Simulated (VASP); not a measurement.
## YTl: single point with LDA

The system is YTl.

```
Y Tl
1.0
     3.76346    0.00000    0.00000
     0.00000    3.76346    0.00000
     0.00000    0.00000    3.76346
Y Tl
1 1
Cartesian
  1.8817 1.8817 1.8817
  0.0000 0.0000 0.0000
```

```json
{
 "Program": "VASP 6.6.1",
 "Task": "single point",
 "Functional": "LDA",
 "Potentials or basis": "VASP PAW LDA potentials, release 64 (Y_sv, Tl_d)",
 "Cutoff": "520 eV",
 "k mesh": "11 × 11 × 11",
 "Occupations": "fermi-dirac, width 0.08 eV",
 "Spin": "no spin polarisation"
}
```

| Item | Value |
| --- | --- |
| Pressure | -3.5 GPa |
| Band gap on the k mesh | zero (bands 12 and 13 overlap by 2.18 eV) |

Levels at points of the mesh, in eV from the Fermi level:
| k point | band 10 | band 11 | band 12 | band 13 | band 14 | band 15 |
| --- | --- | --- | --- | --- | --- | --- |
| (0.00, 0.00, 0.00) | -9.01 | -0.14 | -0.14 | 3.04 | 3.04 | 3.04 |

It took 22 s on 1 thread of AMD EPYC 9R45 96-Core Processor (Zen 5) (shared host), peak memory 0.17 GiB.

Caveat: the cell stands under tension; spin-orbit coupling is left out, which moves the levels of the heavy elements.
